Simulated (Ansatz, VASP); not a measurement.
# Ti: VASP beside Ansatz

```
Ti
1.0
     2.93020    0.00000    0.00000
    -1.46510    2.53763    0.00000
     0.00000    0.00000    4.65455
Ti
2
Cartesian
  0.0000 1.6918 1.1636
  1.4651 0.8459 3.4909
```

Change from the starting cell: volume scaled by 0.98.

Alike in both runs: task single point; functional PBE; k mesh 13 × 13 × 7; occupations fermi-dirac, width 0.08 eV; no spin polarisation.

|  | VASP | Ansatz |
| --- | --- | --- |
| version | VASP 6.6.1 | Ansatz 0.2.0 |
| potentials or method | VASP PAW PBE potentials, release 64 (Ti_sv), cutoff 520 eV | all-electron LAPW, scalar-relativistic |

|  | VASP | Ansatz | Ansatz less VASP |
| --- | --- | --- | --- |
| pressure (GPa) | 0.4 | 0.6 | +0.28 |
| traceless stress, the component that is largest in VASP (GPa) | -0.23 | -0.23 | +0.002 |

Ansatz ran all-electron here, and VASP with PAW potentials.
